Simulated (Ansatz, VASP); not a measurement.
# TaTe in VASP and in Ansatz

File INCAR:

```
PREC     = Accurate       # precision mode
ENCUT    = 520            # plane-wave cutoff, eV
EDIFF    = 1E-6           # SCF threshold, eV
ISMEAR   = 0              # smearing method
SIGMA    = 0.05           # smearing width, eV
LREAL    = False          # projectors in reciprocal space
LASPH    = True           # aspherical terms in the spheres
NELM     = 150            # most SCF steps
ALGO     = Normal         # electronic algorithm
ISIF     = 2              # what is computed and relaxed
LWAVE    = False          # write WAVECAR
LCHARG   = False          # write CHGCAR
ISPIN    = 2              # spin polarisation
MAGMOM   = 1.39 0         # initial moments
LORBIT   = 11             # projections on sites
LMAXMIX  = 4              # l up to which the mixer works
GGA      = PE             # functional
NBANDS   = 20             # bands
```

KPOINTS

```
regular mesh
0
Gamma
  10 10 10
```

Contents of POSCAR:

```
TaTe
1.0
    0.0000000000      3.1808551514      3.1808551514
    3.1808551514      0.0000000000      3.1808551514
    3.1808551514      3.1808551514      0.0000000000
Ta Te
1 1
Direct
    0.0000000000      0.0000000000      0.0000000000
    0.2500000000      0.2500000000      0.2500000000
```

Input for Ansatz:

```yaml
crystal:
  lattice:
    - [0.0, 3.1808551514, 3.1808551514]
    - [3.1808551514, 0.0, 3.1808551514]
    - [3.1808551514, 3.1808551514, 0.0]
  atoms:
    - { symbol: Ta, position: [0.0, 0.0, 0.0], spin: 1.39 }
    - { symbol: Te, position: [0.25, 0.25, 0.25] }
basis:
  ecutwfc: 420
  ecutrho_ratio: 4
kpoints:
  mp_grid: { grid: [10, 10, 10] }
hamiltonian:
  xc: pbe
scf:
  occupations: { method: gaussian, width: 0.05 }
output:
  forces: true
  stress: true
  eigenvalues: true
  populations: true
magnetization:
  spin_polarized: true
```

Alike in both runs: task single point; functional PBE; k mesh 10 × 10 × 10; occupations gaussian, width 0.05 eV; collinear spin.

```csv
,VASP,Ansatz
version,VASP 6.6.1,Ansatz 0.2.0
potentials or method,"VASP PAW PBE potentials, release 64 (Ta_pv, Te), cutoff 520 eV","scalar-relativistic, plane waves, PAW"
valence electrons in the cell,17,29
```

```tsv
	VASP	Ansatz	Ansatz less VASP
gap on the k mesh at the Fermi level (eV)	none	none	-
pressure (GPa)	-1.2	-1.2	0.00
net moment per atom (μB)	1.07	1.07	+0.002
size of the moment on the site where the two differ most (μB)	1.45	1.31	-0.136
```

Site moments also hang on the region over which each program counts them. A gap of «none» marks a metal or a gap that the smearing closes. VASP's potentials hold 17 valence electrons a cell and Ansatz's 29, so a difference there can come from the potentials and not from the codes.

Neither program's run includes spin-orbit coupling.
